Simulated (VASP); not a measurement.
A run of VASP 6.6.1:

INCAR

```
SYSTEM = InPt3
PREC = Accurate
ENCUT = 520
EDIFF = 1E-6
ISMEAR = 0
SIGMA = 0.15
LREAL = .False.
LASPH = .True.
NELM = 100
ALGO = Normal
ISIF = 2
LWAVE = .False.
LCHARG = .False.
GGA = PS
IVDW = 13
NBANDS = 30
```

The input KPOINTS:

```
regular mesh
0
Gamma
  7 7 7
  0 0 0
```

File POSCAR:

```
InPt3
1.0
    3.9880000000      0.0000000000      0.0000000000
    0.0000000000      3.9880000000      0.0000000000
    0.0000000000      0.0000000000      3.9880000000
In Pt
1 3
Direct
    0.0000000000      0.0000000000      0.0000000000
    0.5000000000      0.5000000000      0.0000000000
    0.0000000000      0.5000000000      0.5000000000
    0.5000000000      0.0000000000      0.5000000000
```

Potentials or basis: VASP PAW PBE potentials, release 64 (In_d, Pt).

The run is started by

```sh
$ cat potpaw_PBE.64/In_d/POTCAR potpaw_PBE.64/Pt/POTCAR > POTCAR
$ mpirun -np 1 vasp_std > vasp.out
```

Hardware: 1 thread of Intel Xeon 8259CL, with other jobs on the host.

Problem. Estimate the wall time of this run.

Solution. Wall time 51 s on 1 thread of Intel Xeon 8259CL, on a shared host, peak memory 0.19 GiB. Counts: scf iterations 12, k points 20.
